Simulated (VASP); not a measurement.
# Cd3Te2 (P-3m1) in VASP: further runs

Cd3Te2 is run at these levels: PBE; tasks: single point, relaxation of cell and atoms.

All numbers are computed with VASP 6.6.1; they aren't measurements. Logs are shortened: lines on timing, memory, paths and dates and some standing lists are left out, and cuts for length are marked.

## 1. The cell of the first run

The structure is trigonal, space group P-3m1 (No. 164). The conventional cell has a = 4.820 Å, b = 4.820 Å, c = 8.191 Å, α = 90.00°, β = 90.00°, γ = 120.00°. Cd (site symmetry 3m) has 4 Te at 2.93 to 3.05 Å and 3 Cd at 3.50 Å within 3.9 Å. Cd (site symmetry -3m) has 6 Te at 3.49 Å and 6 Cd at 4.12 Å within 4.6 Å. Within 3.9 Å of Te (site symmetry 3m) lie 7 Cd at 2.93 to 3.49 Å.

## 2. Single point, PBE

INCAR

```
ALGO = Normal
EDIFF = 1E-7
ENCUT = 520
GGA = PE
ISIF = 2
ISMEAR = 0
LASPH = T
LCHARG = F
LREAL = F
LWAVE = F
NBANDS = 32
NELM = 80
PREC = Accurate
SIGMA = 0.2
```

KPOINTS

```
k-points
0
Gamma
  4 4 2
```

POSCAR

```
Cd3Te2
1.0
    4.8204529007      0.0000000000      0.0000000000
   -2.4102264504      4.1746346698      0.0000000000
    0.0000000000      0.0000000000      8.1912833506
Cd Te
3 2
Direct
    0.3333333333      0.6666666667      0.6298082541
    0.6666666667      0.3333333333      0.3701917459
    0.0000000000      0.0000000000      0.0000000000
    0.6666666667      0.3333333333      0.7427803235
    0.3333333333      0.6666666667      0.2572196765
```

Potentials or basis: VASP PAW PBE potentials, release 64 (Cd, Te).

Command:

```console
$ cat potpaw_PBE.64/Cd/POTCAR potpaw_PBE.64/Te/POTCAR > POTCAR
$ mpirun -np 1 vasp_std > vasp.out
```

OUTCAR:

```text
EDIFF = 1E-7
   ENCUT = 520
   GGA = PE
   ISIF = 2
   ISMEAR = 0
   LASPH = T
   LREAL = F
   NELM = 80
   PREC = Accurate

 ion  position               nearest neighbor table
   1  0.333  0.667  0.630-   4 2.93   4 2.93   4 2.93   5 3.05   2 3.50   2 3.50   2 3.50
   2  0.667  0.333  0.370-   5 2.93   5 2.93   5 2.93   4 3.05   1 3.50   1 3.50   1 3.50
   3  0.000  0.000  0.000-   4 3.49   5 3.49   4 3.49   5 3.49   4 3.49   5 3.49
   4  0.667  0.333  0.743-   1 2.93   1 2.93   1 2.93   2 3.05   3 3.49   3 3.49   3 3.49
   5  0.333  0.667  0.257-   2 2.93   2 2.93   2 2.93   1 3.05   3 3.49   3 3.49   3 3.49

  LATTYP: Found a hexagonal cell.
 ALAT       =     4.8204529007
 C/A-ratio  =     1.6992767110

  Lattice vectors:

 A1 = (   4.8204529007,   0.0000000000,   0.0000000000)
 A2 = (  -2.4102264504,   4.1746346698,   0.0000000000)
 A3 = (   0.0000000000,   0.0000000000,   8.1912833506)

Analysis of symmetry for initial positions (statically):
=====================================================================
 Subroutine PRICEL returns:
 Original cell was already a primitive cell.

 Routine SETGRP: Setting up the symmetry group for a
 hexagonal supercell.

 Subroutine GETGRP returns: Found 12 space group operations
 (whereof 12 operations were pure point group operations)
 out of a pool of 24 trial point group operations.

The static configuration has the point symmetry D_3d.

Analysis of symmetry for dynamics (positions and initial velocities):
=====================================================================
 Subroutine PRICEL returns:
 Original cell was already a primitive cell.

 Routine SETGRP: Setting up the symmetry group for a
 hexagonal supercell.

 Subroutine GETGRP returns: Found 12 space group operations
 (whereof 12 operations were pure point group operations)
 out of a pool of 24 trial point group operations.

The dynamic configuration has the point symmetry D_3d.

 Subroutine INISYM returns: Found 12 space group operations
 (whereof 12 operations are pure point group operations),
 and found     1 'primitive' translations

----------------------------------------------------------------------------------------

                                     Primitive cell

  volume of cell :     164.8384

  direct lattice vectors                    reciprocal lattice vectors
     4.820452901  0.000000000  0.000000000     0.207449387  0.119770960  0.000000000
    -2.410226450  4.174634670  0.000000000     0.000000000  0.239541919  0.000000000
     0.000000000  0.000000000  8.191283351     0.000000000  0.000000000  0.122080992

  length of vectors
     4.820452901  4.820452901  8.191283351     0.239541919  0.239541919  0.122080992

  position of ions in fractional coordinates (direct lattice)
     0.333333333  0.666666667  0.629808254
     0.666666667  0.333333333  0.370191746
     0.000000000  0.000000000  0.000000000
     0.666666667  0.333333333  0.742780323
     0.333333333  0.666666667  0.257219677

  ion indices of the primitive-cell ions
   primitive index   ion index
                 1           1
                 2           2
                 3           3
                 4           4
                 5           5

----------------------------------------------------------------------------------------

 KPOINTS: k-points

Automatic generation of k-mesh.
 Grid dimensions read from file:
 generate k-points for:    4    4    2

 Generating k-lattice:

  Cartesian coordinates                     Fractional coordinates (reciprocal lattice)
     0.051862347  0.029942740  0.000000000     0.250000000  0.000000000  0.000000000
     0.000000000  0.059885480  0.000000000     0.000000000  0.250000000  0.000000000
     0.000000000  0.000000000  0.061040496     0.000000000  0.000000000  0.500000000

  Length of vectors
     0.059885480  0.059885480  0.061040496

  Shift w.r.t. Gamma in fractional coordinates (k-lattice)
     0.000000000  0.000000000  0.000000000

 Subroutine IBZKPT returns following result:
 ===========================================

 Found      8 irreducible k-points:

 Following reciprocal coordinates:
            Coordinates               Weight
  0.000000  0.000000  0.000000      1.000000
  0.250000  0.000000  0.000000      6.000000
  0.500000  0.000000  0.000000      3.000000
  0.250000  0.250000  0.000000      6.000000
  0.000000  0.000000  0.500000      1.000000
  0.250000  0.000000  0.500000      6.000000
  0.500000  0.000000  0.500000      3.000000
  0.250000  0.250000  0.500000      6.000000
   k-points           NKPTS =      8   k-points in BZ     NKDIM =      8   number of bands    NBANDS=     32
   number of dos      NEDOS =    301   number of ions     NIONS =      5
   total plane-waves  NPLWV =  82944
   dimension x,y,z NGX =    36 NGY =   36 NGZ =   64
   dimension x,y,z NGXF=    72 NGYF=   72 NGZF=  128
   ions per type =               3   2
   NGX,Y,Z   is equivalent  to a cutoff of  12.42, 12.42, 12.99 a.u.
[... 47 lines left out ...]
 NGX is ok and might be reduce to    36
   NGX = 17   NGY = 17   NGZ = 31

 number of electron      48.0000010 magnetization

 Free energy of the ion-electron system (eV)
  ---------------------------------------------------
  ext. energy  EPLUGINS =         0.00000000
  ---------------------------------------------------
  free energy    TOTEN  =        -9.38784104 eV

  energy without entropy =       -9.37010509  energy(sigma->0) =       -9.37897306

 E-fermi :   2.7448     XC(G=0):  -8.8587

 val. band max:        2.5720713829   @ k =   0.2500   0.2500   0.5000
 cond. band min:       2.9965417417   @ k =   0.0000   0.0000   0.5000
 fundamental gap:      0.4244703588
 Fermi energy:         2.7447954157

 k-point     1 :       0.0000    0.0000    0.0000
  band No.  band energies     occupation
      1      -8.9558      2.00000
      2      -8.6542      2.00000
      3      -6.2432      2.00000
      4      -6.2432      2.00000
      5      -6.1988      2.00000
      6      -6.1988      2.00000
[... 24 lines left out ...]
     31       6.4583      0.00000
     32       6.8664      0.00000

 k-point     2 :       0.2500    0.0000    0.0000
  band No.  band energies     occupation
      1      -8.7998      2.00000
      2      -8.5944      2.00000
      3      -6.1974      2.00000
      4      -6.1727      2.00000
      5      -6.1633      2.00000
      6      -6.1291      2.00000
[... 24 lines left out ...]
     31       7.3150      0.00000
     32       7.5500      0.00000

 k-point     3 :       0.5000    0.0000    0.0000
  band No.  band energies     occupation
      1      -8.6152      2.00000
      2      -8.5599      2.00000
      3      -6.1515      2.00000
      4      -6.1200      2.00000
      5      -6.1096      2.00000
      6      -6.0817      2.00000
[... 24 lines left out ...]
     31       8.7278      0.00000
     32       8.8498      0.00000

 k-point     4 :       0.2500    0.2500    0.0000
  band No.  band energies     occupation
      1      -8.6266      2.00000
      2      -8.5500      2.00000
      3      -6.1615      2.00000
      4      -6.1179      2.00000
      5      -6.1110      2.00000
      6      -6.0949      2.00000
[... 24 lines left out ...]
     31       7.7153      0.00000
     32       7.7533      0.00000

 k-point     5 :       0.0000    0.0000    0.5000
  band No.  band energies     occupation
      1      -8.8576      2.00000
      2      -8.7541      2.00000
      3      -6.2464      2.00000
      4      -6.2464      2.00000
      5      -6.1963      2.00000
      6      -6.1963      2.00000
[... 24 lines left out ...]
     31       6.4884      0.00000
     32       8.0818      0.00000

 k-point     6 :       0.2500    0.0000    0.5000
  band No.  band energies     occupation
      1      -8.7368      2.00000
      2      -8.6536      2.00000
      3      -6.1968      2.00000
      4      -6.1759      2.00000
      5      -6.1636      2.00000
      6      -6.1290      2.00000
[... 24 lines left out ...]
     31       7.3897      0.00000
     32       7.7002      0.00000

 k-point     7 :       0.5000    0.0000    0.5000
  band No.  band energies     occupation
      1      -8.6135      2.00000
      2      -8.5552      2.00000
      3      -6.1535      2.00000
      4      -6.1166      2.00000
      5      -6.1082      2.00000
      6      -6.0822      2.00000
[... 24 lines left out ...]
     31       7.3577      0.00000
     32       8.3127      0.00000

 k-point     8 :       0.2500    0.2500    0.5000
  band No.  band energies     occupation
      1      -8.6070      2.00000
      2      -8.5638      2.00000
      3      -6.1592      2.00000
      4      -6.1177      2.00000
      5      -6.1162      2.00000
      6      -6.0962      2.00000
[... 24 lines left out ...]
     31       7.7406      0.00000
     32       8.4521      0.00000

------------------------ aborting loop because EDIFF is reached ----------------------------------------

  FORCE on cell =-STRESS in cart. coord.  units (eV):
  Direction    XX          YY          ZZ          XY          YZ          ZX
  --------------------------------------------------------------------------------------
  -------------------------------------------------------------------------------------
  Total       -0.0212556     -0.0212556      0.2974523      0.0000000      0.0000000      0.0000000
  in kB       -0.2065981     -0.2065981      2.8911435      0.0000000      0.0000000      0.0000000
  external PRESSURE =       0.8259825 kB  Pullay stress =       0.0000000 kB

 VOLUME and BASIS-vectors are now :
 -----------------------------------------------------------------------------
  energy-cutoff  :      520.00
  volume of cell :      164.84
      direct lattice vectors                 reciprocal lattice vectors
     4.820452901  0.000000000  0.000000000     0.207449387  0.119770960  0.000000000
    -2.410226450  4.174634670  0.000000000     0.000000000  0.239541919  0.000000000
     0.000000000  0.000000000  8.191283351     0.000000000  0.000000000  0.122080992

 POSITION                                       TOTAL-FORCE (eV/Angst)
 -----------------------------------------------------------------------------------
     -0.00000      2.78309      5.15894         0.000000     -0.000000      0.005757
      2.41023      1.39154      3.03235        -0.000000      0.000000     -0.005757
      0.00000      0.00000      0.00000         0.000000      0.000000      0.000000
      2.41023      1.39154      6.08432        -0.000000     -0.000000     -0.013412
     -0.00000      2.78309      2.10696         0.000000      0.000000      0.013412
 -----------------------------------------------------------------------------------
    total drift:                               -0.000000      0.000000     -0.000000

  FREE ENERGIE OF THE ION-ELECTRON SYSTEM (eV)
  ---------------------------------------------------
  free  energy   TOTEN  =        -9.3878410426 eV

  energy  without entropy=       -9.3701050874  energy(sigma->0) =       -9.37897306
```

Run time: 2 min. Hardware: 1 thread of Intel Xeon 8259CL, shared host; peak memory 0.27 GiB.

Results:

| Quantity | Value |
| --- | --- |
| Free energy | -9.3878 eV |
| Pressure | 0.1 GPa |
| Largest force | 0.013 eV/Å |
| Band gap on the k mesh | zero (bands 24 and 25 overlap by 0.39 eV) |

Forces on the atoms (eV/Å):
```
Cd   0.000  0.000  0.006
Cd   0.000  0.000 -0.006
Cd   0.000  0.000  0.000
Te   0.000  0.000 -0.013
Te   0.000  0.000  0.013
```

Caveat: the k points lie up to 0.38 Å⁻¹ apart; semilocal functionals underestimate gaps, and a narrow one can read as zero; spin-orbit coupling is left out, which moves the levels of the heavy elements.

## 3. Relaxation of cell and atoms, PBE

This run uses another cell than the first one, of 26.90 Å³/atom.

INCAR

```
ALGO = Normal ; EDIFF = 1E-7
EDIFFG = -0.08 ; ENCUT = 600
GGA = PE ; IBRION = 2
ISIF = 3 ; ISMEAR = 0
LASPH = T ; LCHARG = F
LREAL = F ; LWAVE = F
NELM = 100 ; NSW = 36
PREC = Accurate ; SIGMA = 0.2
```

KPOINTS is that of step 2.

POSCAR

```
Cd3Te2
1.0
    4.6000000000      0.0000000000      0.0000000000
   -2.3000000000      3.9837168600      0.0000000000
    0.0000000000      0.0000000000      7.3400000000
Cd Te
3 2
Direct
    0.3333333300      0.6666666700      0.6300000000
    0.6666666700      0.3333333300      0.3700000000
    0.0000000000      0.0000000000      0.0000000000
    0.6666666700      0.3333333300      0.7700000000
    0.3333333300      0.6666666700      0.2300000000
```

Potentials or basis: VASP PAW PBE potentials, release 64 (Cd, Te).

Command:

```console
$ cat potpaw_PBE.64/Cd/POTCAR potpaw_PBE.64/Te/POTCAR > POTCAR
$ mpirun -np 1 vasp_std > vasp.out
```

Wall time 6.5 min (1 thread of Intel Xeon 8259CL, shared host); peak memory 0.32 GiB.

Results (log left out):

```
Free energy                           : -9.3665 eV
Relaxed volume                        : 32.52 Å³/atom
Relaxed cell                          : a = 4.861 Å, b = 4.861 Å, c = 7.946 Å, α = 90.00°, β = 90.00°, γ = 120.00°
Space group after relaxing (to 0.1 Å) : P-3m1 (No. 164)
Energy gained by relaxing             : 94.1 meV/atom
Ionic steps                           : 10
Pressure after relaxing               : 0.0 GPa
Largest force after relaxing          : 0.030 eV/Å
Band gap on the k mesh                : zero (bands 24 and 25 overlap by 0.64 eV)
```

Forces in eV/Å, atoms in the order of the input:
```
Cd   0.000  0.000 -0.027
Cd   0.000  0.000  0.027
Cd   0.000  0.000  0.000
Te   0.000  0.000 -0.030
Te   0.000  0.000  0.030
```

Stress tensor (GPa, compression positive):
```
-0.18  0.00  0.00
 0.00 -0.18  0.00
 0.00  0.00  0.31
```

Step by step:
```csv
step,energy change (eV),largest force (eV/Å),pressure (GPa),volume (Å³)
1,0.0000,0.2848,7.13,134.51
2,-0.3735,0.4967,-0.95,159.17
3,-0.3893,0.3840,0.10,154.22
4,-0.3893,0.3941,0.01,154.63
5,-0.4029,0.3342,0.01,155.25
6,-0.4292,0.1423,0.05,157.14
7,-0.4125,0.2832,0.31,160.94
8,-0.4340,0.1638,0.11,158.34
9,-0.4471,0.1127,0.06,159.42
10,-0.4705,0.0298,-0.01,162.61
```

Final structure:
```yaml
crystal:
  lattice:
    - [4.86105, 0.00000, 0.00000]
    - [-2.43052, 4.20979, 0.00000]
    - [0.00000, 0.00000, 7.94617]
  atoms:
    - { symbol: Cd, position: [0.33333, 0.66667, 0.63746] }
    - { symbol: Cd, position: [0.66667, 0.33333, 0.36254] }
    - { symbol: Cd, position: [0.00000, 0.00000, 0.00000] }
    - { symbol: Te, position: [0.66667, 0.33333, 0.74819] }
    - { symbol: Te, position: [0.33333, 0.66667, 0.25181] }
```

Levels at points of the mesh, in eV from the Fermi level:
| k point | band 22 | band 23 | band 24 | band 25 | band 26 | band 27 |
| --- | --- | --- | --- | --- | --- | --- |
| (0.00, 0.00, 0.00) | -1.44 | -1.44 | -1.37 | -0.79 | 2.47 | 2.91 |
| (0.50, 0.00, 0.00) | -2.78 | -1.88 | -0.64 | 0.72 | 1.60 | 3.09 |
| (0.00, 0.00, 0.50) | -1.40 | -1.40 | -0.59 | 0.12 | 1.05 | 2.58 |
| (0.50, 0.00, 0.50) | -2.31 | -2.14 | -1.30 | 0.61 | 1.18 | 2.85 |

Caveat: the k points lie up to 0.40 Å⁻¹ apart in the final cell, too coarse for converged energies and pressures of a metal; the volume moved by over 15 % at a fixed basis, so the end points are rough; semilocal functionals underestimate gaps, and a narrow one can read as zero; spin-orbit coupling is left out, which moves the levels of the heavy elements.

## 4. Relaxation of cell and atoms, PBE

INCAR

```
PREC = Accurate
ENCUT = 500
EDIFF = 1E-7
ISMEAR = 0
SIGMA = 0.1
LREAL = F
LASPH = T
NELM = 120
ALGO = Normal
ISIF = 3
LWAVE = F
LCHARG = F
GGA = PE
IBRION = 2
NSW = 100
EDIFFG = -0.01
GGA_COMPAT = F
NELMIN = 4
```

KPOINTS

```
regular mesh
0
Gamma
  6 6 4
```

POSCAR

```
Cd3Te2
1.0
    4.8204529007      0.0000000000      0.0000000000
   -2.4102264504      4.1746346698      0.0000000000
    0.0000000000      0.0000000000      8.1912833506
Cd Te
3 2
Direct
    0.3333333333      0.6666666667      0.6298082541
    0.6666666667      0.3333333333      0.3701917459
    0.0000000000      0.0000000000      0.0000000000
    0.6666666667      0.3333333333      0.7427803235
    0.3333333333      0.6666666667      0.2572196765
```

Command:

```console
$ cat potpaw_PBE.64/Cd/POTCAR potpaw_PBE.64/Te/POTCAR > POTCAR
$ mpirun -np 1 vasp_std > vasp.out
```

It took 38 min on 1 thread of Oxide Virtual Turin-like, shared host; peak memory 0.3 GiB.

It converged, with:

| Quantity | Value |
| --- | --- |
| Free energy | -9.4015 eV |
| Relaxed volume | 35.77 Å³/atom |
| Relaxed cell | a = 4.721 Å, b = 4.721 Å, c = 9.265 Å, α = 90.00°, β = 90.00°, γ = 120.00° |
| Space group after relaxing (to 0.1 Å) | P-3m1 (No. 164) |
| Energy gained by relaxing | 12.5 meV/atom |
| Ionic steps | 24 |
| Pressure after relaxing | 0.0 GPa |
| Largest force after relaxing | 0.009 eV/Å |
| Band gap on the k mesh | zero (bands 24 and 25 overlap by 0.13 eV) |

Forces on the atoms (eV/Å):
```
Cd   0.000  0.000  0.006
Cd   0.000  0.000 -0.006
Cd   0.000  0.000  0.000
Te   0.000  0.000 -0.009
Te   0.000  0.000  0.009
```

Step by step:
```tsv
step	energy change (eV)	largest force (eV/Å)	pressure (GPa)	volume (Å³)
1	0.0000	0.0300	0.16	164.84
2	-0.0054	0.0735	0.04	165.61
3	-0.0123	0.1769	-0.26	167.71
4	-0.0167	0.1546	-0.05	167.18
5	-0.0197	0.1342	0.48	165.83
6	-0.0201	0.1226	0.33	166.18
7	-0.0240	0.1202	0.32	166.77
8	-0.0346	0.1112	0.28	168.52
9	-0.0502	0.0940	0.25	171.98
10	-0.0573	0.0599	0.38	178.72
11	-0.0456	0.1503	-0.84	186.96
12	-0.0607	0.0270	-0.06	181.31
13	-0.0607	0.0285	-0.02	181.17
14	-0.0607	0.0278	-0.03	181.24
15	-0.0614	0.0294	0.03	180.87
16	-0.0615	0.0265	0.02	180.90
17	-0.0616	0.0099	-0.06	181.16
18	-0.0616	0.0121	-0.05	181.12
19	-0.0617	0.0115	-0.04	180.93
20	-0.0620	0.0127	-0.02	180.34
21	-0.0622	0.0187	0.03	179.16
22	-0.0623	0.0154	-0.05	179.20
23	-0.0623	0.0145	-0.03	179.19
24	-0.0624	0.0091	-0.01	178.84
```

Final structure:
```
Cd Te
1.0
     4.72106    0.00000    0.00000
    -2.36053    4.08856    0.00000
     0.00000    0.00000    9.26496
Cd Te
3 2
Direct
  0.33333 0.66667 0.61337
  0.66667 0.33333 0.38663
  0.00000 0.00000 0.00000
  0.66667 0.33333 0.71705
  0.33333 0.66667 0.28295
```

Levels at points of the mesh, in eV from the Fermi level:
```csv
k point,band 22,band 23,band 24,band 25,band 26,band 27
"(0.00, 0.00, 0.00)",-1.51,-1.03,-1.03,-0.14,1.75,3.78
"(0.50, 0.00, 0.00)",-2.36,-1.68,-0.51,1.03,1.51,2.61
"(0.00, 0.00, 0.50)",-1.01,-1.01,-0.22,0.42,0.52,3.52
"(0.50, 0.00, 0.50)",-2.01,-1.77,-1.22,0.93,1.35,2.49
```

Caveat: semilocal functionals underestimate gaps, and a narrow one can read as zero; spin-orbit coupling is left out, which moves the levels of the heavy elements.

## 5. The runs side by side

| task | cell | k mesh | cutoff (eV) | smearing | gap on the mesh (eV) | pressure (GPa) | relaxed volume (Å³/atom) | largest force (eV/Å) |
| --- | --- | --- | --- | --- | --- | --- | --- | --- |
| single point | a = 4.820, b = 4.820, c = 8.191 Å, angles 90.0, 90.0, 120.0°, 5 atoms, atomic positions A | 4 × 4 × 2 | 520 | gaussian 0.2 eV | none | 0.1 | - | 0.01 |
| relaxation of cell and atoms | relaxed from a = 4.600, b = 4.600, c = 7.340 Å, angles 90.0, 90.0, 120.0°, 5 atoms, atomic positions B | 4 × 4 × 2 | 600 | gaussian 0.2 eV | none | 0.0 | 32.52 | 0.03 |
| relaxation of cell and atoms | relaxed from a = 4.820, b = 4.820, c = 8.191 Å, angles 90.0, 90.0, 120.0°, 5 atoms, atomic positions A | 6 × 6 × 4 | 500 | gaussian 0.1 eV | none | 0.0 | 35.77 | 0.01 |

Alike in all rows: level PBE; potentials or basis VASP PAW PBE potentials, release 64 (Cd, Te); no spin polarisation.

Caveats: some runs use coarse meshes; semilocal functionals underestimate gaps, and a narrow one can read as zero; spin-orbit coupling is left out, which moves the levels of the heavy elements; the volume moved by over 15 % at a fixed basis, so the end points are rough (at least some runs).

Absolute energies hang on the potentials; compare differences alone.

The gap in the log of VASP goes by the Fermi energy; the results here count the filled bands.